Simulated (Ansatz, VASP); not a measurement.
# KCl: VASP beside Ansatz

```
K Cl
1.0
     0.00000    3.15610    3.15610
     3.15610    0.00000    3.15610
     3.15610    3.15610    0.00000
K Cl
1 1
Direct
  0.00000 0.00000 0.00000
  0.50000 0.50000 0.50000
```

Alike in both runs: task relaxation of cell and atoms; functional PBE; dispersion D3(BJ); k mesh 6 × 6 × 6; occupations gaussian, width 0.02 eV; no spin polarisation.

|  | VASP | Ansatz |
| --- | --- | --- |
| version | VASP 6.6.1 | Ansatz 0.2.0 |
| potentials or method | VASP PAW PBE potentials, release 64 (K_sv, Cl), cutoff 600 eV | scalar-relativistic, plane waves, PAW |
| valence electrons in the cell | 16 | 16 |

|  | VASP | Ansatz | Ansatz less VASP |
| --- | --- | --- | --- |
| gap on the k mesh at the Fermi level, each at its own relaxed structure (eV) | 5.22 | 5.24 | +0.017 |
| relaxed volume (Å³/atom) | 30.85 | 30.71 | -0.139 |
| relaxed length of the cell vector where the two differ most in proportion (Å) | 4.436 | 4.429 | -0.0067 |
